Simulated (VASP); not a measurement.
A run of VASP 6.6.1:

The input POSCAR:

```
BiPd
1.0
    4.1728308298      0.0000000000      0.0000000000
   -2.0864154149      3.6137800119      0.0000000000
    0.0000000000      0.0000000000      5.6130986812
Bi Pd
2 2
Direct
    0.3333333333      0.6666666667      0.2500000000
    0.6666666667      0.3333333333      0.7500000000
    0.0000000000      0.0000000000      0.0000000000
    0.0000000000      0.0000000000      0.5000000000
```

Contents of INCAR.step1:

```
SYSTEM = BiPd
PREC = Accurate ; ENCUT = 520
ISMEAR = -1 ; SIGMA = 0.15
LREAL = .False. ; LASPH = .True.
NELM = 80 ; NBANDS = 33
GGA = PE ; ALGO = Normal
EDIFF = 1E-4 ; LWAVE = .True.
LCHARG = .False.
```

INCAR.step2

```
SYSTEM = BiPd
PREC = Accurate ; ENCUT = 520
EDIFF = 1E-6 ; ISMEAR = -1
SIGMA = 0.15 ; LREAL = .False.
LASPH = .True. ; NELM = 80
ALGO = Normal ; ISIF = 2
LWAVE = .False. ; LCHARG = .False.
METAGGA = R2SCAN ; LMIXTAU = .True.
NBANDS = 33 ; ISTART = 1
```

KPOINTS

```
regular mesh
0
Gamma
  6 6 4
  0 0 0
```

Potentials or basis: VASP PAW PBE potentials, release 64 (Bi_d, Pd).

The run is started by

```sh
$ cat potpaw_PBE.64/Bi_d/POTCAR potpaw_PBE.64/Pd/POTCAR > POTCAR
$ cp INCAR.step1 INCAR
$ mpirun -np 1 vasp_std > vasp.out
$ cp INCAR.step2 INCAR
$ mpirun -np 1 vasp_std > vasp.out
```

Hardware: 1 thread of Intel(R) Xeon(R) 6975P-C (Granite Rapids), with other jobs on the host.

Question: Estimate the wall time of this run.

Answer: Wall time 92 s on 1 thread of Intel(R) Xeon(R) 6975P-C (Granite Rapids), on a shared host, peak memory 0.23 GiB. Counts: k points 21.
